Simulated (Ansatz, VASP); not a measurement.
# IrRh2: VASP beside Ansatz

```xyz
6
Lattice="2.7528 0.0000 0.0000 -1.3764 2.3840 0.0000 0.0000 0.0000 13.0587" Properties=species:S:1:pos:R:3 pbc="T T T"
Ir    0.0000    1.5894    5.4413
Ir    1.3764    0.7947    7.6175
Rh    0.0000    1.5894    9.7996
Rh    0.0000    1.5894    1.0773
Rh    1.3764    0.7947   11.9814
Rh    1.3764    0.7947    3.2592
```

Alike in both runs: task single point; functional PBE; k mesh 6 × 6 × 2; occupations gaussian, width 0.1 eV; collinear spin.

```csv
,VASP,Ansatz
version,VASP 6.6.1,Ansatz 0.2.0
potentials or method,"VASP PAW PBE potentials, release 64 (Ir, Rh_pv), cutoff 520 eV","scalar-relativistic, plane waves, PAW"
valence electrons in the cell,78,102
```

|  | VASP | Ansatz | Ansatz less VASP |
| --- | --- | --- | --- |
| gap on the k mesh at the Fermi level (eV) | none | none | - |
| pressure (GPa) | 0.2 | 0.0 | -0.20 |
| traceless stress, the component that is largest in VASP (GPa) | 0.07 | 0.04 | -0.028 |
| rms of the force components (eV/Å) | 0.010 | 0.005 | -0.0056 |
| net moment per atom (μB) | 0.00 | 0.00 | 0.000 |

Atom by atom the forces differ by 0.011 eV/Å (rms over components). A gap of «none» marks a metal or a gap that the smearing closes. The functional is the same, so the differences come from potentials, cutoffs and numerics. VASP's potentials hold 78 valence electrons a cell and Ansatz's 102, so a difference there can come from the potentials and not from the codes. Ansatz's warnings: seeded moment not kept.

The k mesh is coarse, so the values compare programs but aren't converged. Spin-orbit coupling is off throughout.
